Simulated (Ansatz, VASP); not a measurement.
**One calculation of Ti3Se, two programs**

```
Se Ti
1.0
     3.17599    0.00000    0.00000
    -1.58799    2.75048    0.00000
     0.00000    0.00000    7.88944
Se Ti
1 3
Direct
  0.00000 0.00000 0.00000
  0.66667 0.33333 0.50000
  0.33333 0.66667 0.77290
  0.33333 0.66667 0.22710
```

Change from the starting cell: volume scaled by 0.98.

Alike in both runs: task single point; functional LDA; k mesh 10 × 10 × 4; occupations fermi-dirac, width 0.05 eV; no spin polarisation.

|  | VASP | Ansatz |
| --- | --- | --- |
| version | VASP 6.6.1 | Ansatz 0.2.0 |
| potentials or method | VASP PAW LDA potentials, release 64 (Se, Ti_sv), cutoff 520 eV | all-electron LAPW, scalar-relativistic |

Ansatz gave:

```
gap on the k mesh at the Fermi level (eV)                     : none
pressure (GPa)                                                : -5.9
traceless stress, the component that is largest in VASP (GPa) : -0.77
rms of the force components (eV/Å)                            : 0.021
```

Task: What did VASP give for the same quantities?

Result: gap on the k mesh at the Fermi level (eV): none; pressure (GPa): -5.7; traceless stress, the component that is largest in VASP (GPa): -0.76; rms of the force components (eV/Å): 0.009.

LDA's correlation is that of Perdew and Zunger in VASP and of Perdew and Wang (1992) in Ansatz. Atom by atom the forces differ by 0.012 eV/Å (rms over components). A gap of «none» marks a metal or a gap that the smearing closes. Ansatz ran all-electron here, and VASP with PAW potentials.
